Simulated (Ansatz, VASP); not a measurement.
**CuO in VASP and in Ansatz**

Contents of INCAR:

```
SYSTEM = CuO
  PREC = Accurate
  ENCUT = 520
  EDIFF = 1E-6
  ISMEAR = -1
  SIGMA = 0.05
  LREAL = .False.
  LASPH = .True.
  NELM = 150
  ALGO = Normal
  ISIF = 2
  LWAVE = .False.
  LCHARG = .False.
  LMAXMIX = 4
  LDAU = .True.
  LDAUTYPE = 2
  LDAUL = 2 -1
  LDAUU = 5.3 0
  LDAUJ = 0 0
  LDAUPRINT = 1
  GGA = PE
  NBANDS = 25
```

File KPOINTS:

```
regular mesh
0
Gamma
  8 8 6
  0 0 0
```

Contents of POSCAR:

```
CuO
1.0
    3.1754955000      0.0000000000      0.0000000000
    0.0000000000      3.1754955000      0.0000000000
    0.0000000000      0.0000000000      4.6495318700
Cu O
2 2
Direct
    0.0000000000      0.0000000000      0.0000000000
    0.5000000000      0.5000000000      0.0000000000
    0.5000000000      0.0000000000      0.2670000000
    0.0000000000      0.5000000000      0.7330000000
```

input.yaml

```yaml
crystal:
  lattice:
    - [3.1754955, 0.0, 0.0]
    - [0.0, 3.1754955, 0.0]
    - [0.0, 0.0, 4.64953187]
  atoms:
    - { symbol: Cu, position: [0.0, 0.0, 0.0] }
    - { symbol: Cu, position: [0.5, 0.5, 0.0] }
    - { symbol: O, position: [0.5, 0.0, 0.267] }
    - { symbol: O, position: [0.0, 0.5, 0.733] }
hamiltonian:
  xc: pbe
  pseudopotentials: { kind: paw }
  hubbard: { sites: [{ species: Cu, l: d, u_eff: 5.3 }] }
kpoints:
  mp_grid: { grid: [8, 8, 6] }
  band_path:
    path:
      - [[0.0, 0.0, 0.0], [0.0, 0.5, 0.0], [0.5, 0.5, 0.0], [0.0, 0.0, 0.0], [0.0, 0.0, 0.5], [0.0, 0.5, 0.5], [0.5, 0.5, 0.5], [0.0, 0.0, 0.5]]
      - [[0.0, 0.5, 0.0], [0.0, 0.5, 0.5]]
      - [[0.5, 0.5, 0.0], [0.5, 0.5, 0.5]]
    npoints: 14
scf:
  occupations: { method: fermi_dirac, width: 0.05 }
  n_extra_bands: 10
output:
  forces: true
  stress: true
  eigenvalues: true
  fatbands: false
```

Alike in both runs: functional PBE; k mesh 8 × 8 × 6; occupations fermi-dirac, width 0.05 eV; no spin polarisation; Hubbard terms Cu d U = 5.3 eV.

|  | VASP | Ansatz |
| --- | --- | --- |
| version | VASP 6.6.1 | Ansatz 0.2.0 |
| potentials or method | VASP PAW PBE potentials, release 64 (Cu, O) | Ansatz PAW |
| plane-wave cutoff (eV) | 520 | 420 |
| valence electrons in the cell | 34 | 50 |
| task | single point | band structure |

VASP gave:

- gap on the k mesh at the Fermi level (eV): none
- pressure (GPa): 11.3
- traceless stress, the component that is largest in VASP (GPa): -22.20
- rms of the force components (eV/Å): 0.465

Question: What did Ansatz give for the same quantities?

Answer: gap on the k mesh at the Fermi level (eV): none; pressure (GPa): 19.0; traceless stress, the component that is largest in VASP (GPa): -22.50; rms of the force components (eV/Å): 0.119.

The programs project onto different local orbitals, so the same U acts differently, and such runs can settle in different states. Atom by atom the forces differ by 0.346 eV/Å (rms over components). A gap of «none» marks a metal or a gap that the smearing closes. VASP's potentials hold 34 valence electrons a cell and Ansatz's 50, so a difference there can come from the potentials and not from the codes.
